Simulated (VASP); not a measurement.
# Lu (P6/mmm) in VASP: further runs

Lu is run at these levels: PBE; tasks: single point.

All numbers are computed with VASP 6.6.1; they aren't measurements. Logs are shortened: lines on timing, memory, paths and dates and some standing lists are left out, and cuts for length are marked.

### 1 The cell of the first run

Symmetry: P6/mmm, No. 191, hexagonal system. Conventional cell: a = 3.153 Å, b = 3.153 Å, c = 3.062 Å, α = 90.00°, β = 90.00°, γ = 120.00°. Lu (site symmetry 6/mmm) has 8 Lu at 3.06 to 3.15 Å within 4.0 Å.

This isn't the form of Lu at room conditions, which is hcp.

### 2 Single point, PBE

Contents of INCAR:

```
PREC = Accurate ; ENCUT = 520
EDIFF = 1E-6 ; ISMEAR = -1
SIGMA = 0.08 ; LREAL = F
LASPH = T ; NELM = 100
ALGO = Normal ; ISIF = 2
LWAVE = F ; LCHARG = F
GGA = PE ; NBANDS = 18
```

Contents of KPOINTS:

```
regular mesh
0
Gamma
  13 13 12
```

Contents of POSCAR:

```
Lu
1.0
    3.1528640216      0.0000000000      0.0000000000
   -1.5764320108      2.7304603373      0.0000000000
    0.0000000000      0.0000000000      3.0617536048
Lu
1
Direct
    0.0000000000      0.0000000000      0.0000000000
```

Potentials or basis: VASP PAW PBE potentials, release 64 (Lu).

On the command line:

```console
$ cat potpaw_PBE.64/Lu/POTCAR > POTCAR
$ mpirun -np 1 vasp_std > vasp.out
```

OUTCAR:

```text
PREC = Accurate
   ENCUT = 520
   EDIFF = 1E-6
   ISMEAR = -1
   LREAL = F
   LASPH = T
   NELM = 100
   ISIF = 2
   GGA = PE

 ion  position               nearest neighbor table
   1  0.000  0.000  0.000-

  LATTYP: Found a hexagonal cell.
 ALAT       =     3.1528640216
 C/A-ratio  =     0.9711023323

  Lattice vectors:

 A1 = (   3.1528640216,   0.0000000000,   0.0000000000)
 A2 = (  -1.5764320108,   2.7304603373,   0.0000000000)
 A3 = (   0.0000000000,   0.0000000000,   3.0617536048)

Analysis of symmetry for initial positions (statically):
=====================================================================
 Subroutine PRICEL returns:
 Original cell was already a primitive cell.

 Routine SETGRP: Setting up the symmetry group for a
 hexagonal supercell.

 Subroutine GETGRP returns: Found 24 space group operations
 (whereof 24 operations were pure point group operations)
 out of a pool of 24 trial point group operations.

The static configuration has the point symmetry D_6h.

Analysis of symmetry for dynamics (positions and initial velocities):
=====================================================================
 Subroutine PRICEL returns:
 Original cell was already a primitive cell.

 Routine SETGRP: Setting up the symmetry group for a
 hexagonal supercell.

 Subroutine GETGRP returns: Found 24 space group operations
 (whereof 24 operations were pure point group operations)
 out of a pool of 24 trial point group operations.

The dynamic configuration has the point symmetry D_6h.

 Subroutine INISYM returns: Found 24 space group operations
 (whereof 24 operations are pure point group operations),
 and found     1 'primitive' translations

----------------------------------------------------------------------------------------

                                     Primitive cell

  volume of cell :      26.3579

  direct lattice vectors                    reciprocal lattice vectors
     3.152864022  0.000000000  0.000000000     0.317171941  0.183119305  0.000000000
    -1.576432011  2.730460337  0.000000000     0.000000000  0.366238611  0.000000000
     0.000000000  0.000000000  3.061753605     0.000000000  0.000000000  0.326610214

  length of vectors
     3.152864022  3.152864022  3.061753605     0.366238611  0.366238611  0.326610214

  position of ions in fractional coordinates (direct lattice)
[... 65 lines left out ...]
   NGX,Y,Z   is equivalent  to a cutoff of  12.65, 12.65, 13.03 a.u.
   NGXF,Y,Z  is equivalent  to a cutoff of  25.31, 25.31, 26.06 a.u.
 SYSTEM =  unknown system
   PREC   = accura    normal or accurate (medium, high low for compatibility)
   ISTART =      0    job   : 0-new  1-cont  2-samecut
   ICHARG =      2    charge: 1-file 2-atom 10-const
   ISPIN  =      1    spin polarized calculation?
   LNONCOLLINEAR =      F non collinear calculations
   LSORBIT =      F    spin-orbit coupling
   LASPH  =      T    aspherical Exc in radial PAW
   ENCUT  =  520.0 eV  38.22 Ry    6.18 a.u.   5.86  5.86  5.69*2*pi/ulx,y,z
   NELM   =    100;   NELMIN=  2; NELMDL= -5     # of ELM steps
   EDIFF  = 0.1E-05   stopping-criterion for ELM
   LREAL  =      F    real-space projection
[... 7 lines left out ...]
   TEBEG  =    0.0;   TEEND  =   0.0 temperature during run
   PSTRESS=    0.0 pullay stress
   NELECT =      25.0000    total number of electrons
   NUPDOWN=      -1.0000    fix difference up-down
   EMIN   =  10.00;   EMAX   =-10.00  energy-range for DOS
   EFERMI =   0.00;   METHOD = LEGACY
   ISMEAR =    -1;   SIGMA  =   0.08  broadening in eV -4-tet -1-fermi 0-gaus
   EFERMI_NEDOS =   21; number of points for ismear=-14 and -15
   IALGO  =     38    algorithm
   IMIX   =      4    mixing-type and parameters
     AMIX     =   0.40;   BMIX     =  1.00
     AMIX_MAG =   1.60;   BMIX_MAG =  1.00
  volume/ion in A,a.u.               =      26.36       177.87
  Fermi-wavevector in a.u.,A,eV,Ry     =   1.608488  3.039601 35.201433  2.587232
  Thomas-Fermi vector in A             =   2.704349
   LORBIT       =      0    0 simple, 1 ext, 2 COOP (PROOUT), +10 PAW based schemes
   GGA     = PE    functional components
   LHFCALC =     F    Hartree Fock is set to
   AEXX    =    0.0000 exact exchange contribution
   IVDW    =     0    specifies the selected vdW correction
   LEPSILON=     F    determine dielectric tensor
   LRPA    =     F    only Hartree local field effects (RPA)
 non-spin polarized calculation
  energy-cutoff  :      520.00
  volume of cell :       26.36
 maximum number of plane-waves:       724
 NGX is ok and might be reduce to    24
   NGX = 11   NGY = 11   NGZ = 11

 number of electron      25.0000012 magnetization

 Free energy of the ion-electron system (eV)
  ---------------------------------------------------
  ext. energy  EPLUGINS =         0.00000000
  ---------------------------------------------------
  free energy    TOTEN  =        -3.95444515 eV

  energy without entropy =       -3.91125055  energy(sigma->0) =       -3.93284785

 E-fermi :   2.5273     XC(G=0): -11.1233

 val. band max:        2.5254332165   @ k =   0.3077   0.2308   0.2500
 cond. band min:       2.5469822304   @ k =   0.3077   0.0769   0.1667
 fundamental gap:      0.0215490139
 Fermi energy:         2.5272633014

 k-point     1 :       0.0000    0.0000    0.0000
  band No.  band energies     occupation
      1     -53.6020      2.00000
      2     -23.9880      2.00000
      3     -23.8274      2.00000
      4     -23.8274      2.00000
      5      -3.5833      2.00000
      6      -2.4569      2.00000
[... 481 lines left out ...]
      5      -2.7083      2.00000
      6      -2.4328      2.00000
[... 10 lines left out ...]
     17       9.5034      0.00000
     18      15.2259      0.00000

 [... further k-points ...]

------------------------ aborting loop because EDIFF is reached ----------------------------------------

  FORCE on cell =-STRESS in cart. coord.  units (eV):
  Direction    XX          YY          ZZ          XY          YZ          ZX
  --------------------------------------------------------------------------------------
  -------------------------------------------------------------------------------------
  Total        1.2543586      1.2543586      1.2376911      0.0000000     -0.0000000      0.0000000
  in kB       76.2466839     76.2466838     75.2335384      0.0000000     -0.0000000      0.0000000
  external PRESSURE =      75.9089687 kB  Pullay stress =       0.0000000 kB

 VOLUME and BASIS-vectors are now :
 -----------------------------------------------------------------------------
  energy-cutoff  :      520.00
  volume of cell :       26.36
      direct lattice vectors                 reciprocal lattice vectors
     3.152864022  0.000000000  0.000000000     0.317171941  0.183119305  0.000000000
    -1.576432011  2.730460337  0.000000000     0.000000000  0.366238611  0.000000000
     0.000000000  0.000000000  3.061753605     0.000000000  0.000000000  0.326610214

 POSITION                                       TOTAL-FORCE (eV/Angst)
 -----------------------------------------------------------------------------------
      0.00000      0.00000      0.00000         0.000000      0.000000      0.000000
 -----------------------------------------------------------------------------------
    total drift:                                0.000000      0.000000      0.000000

  FREE ENERGIE OF THE ION-ELECTRON SYSTEM (eV)
  ---------------------------------------------------
  free  energy   TOTEN  =        -3.9544451541 eV

  energy  without entropy=       -3.9112505455  energy(sigma->0) =       -3.93284785
```

stdout:

```text
POSCAR found type information on POSCAR Lu
 POSCAR found :  1 types and       1 ions
 scaLAPACK will be used
 LDA part: xc-table for (Slater+PW92), standard interpolation
 POSCAR, INCAR and KPOINTS ok, starting setup
 FFT: planning ... GRIDC
 FFT: planning ... GRID_SOFT
 FFT: planning ... GRID
 WAVECAR not read
 entering main loop
```

Run time: 20 s. Hardware: 1 thread of Intel Xeon 6975P-C (Granite Rapids), shared host; peak memory 0.2 GiB.

Results:

```yaml
Free_energy: -3.9544 eV
Pressure: 7.6 GPa
Band_gap_on_the_k_mesh: zero (an odd number of electrons rules out a gap without spin polarisation)
```

Caveat: the cell stands under pressure; spin-orbit coupling is left out, which moves the levels of the heavy elements.

(Part 1 of 2 ends here.)
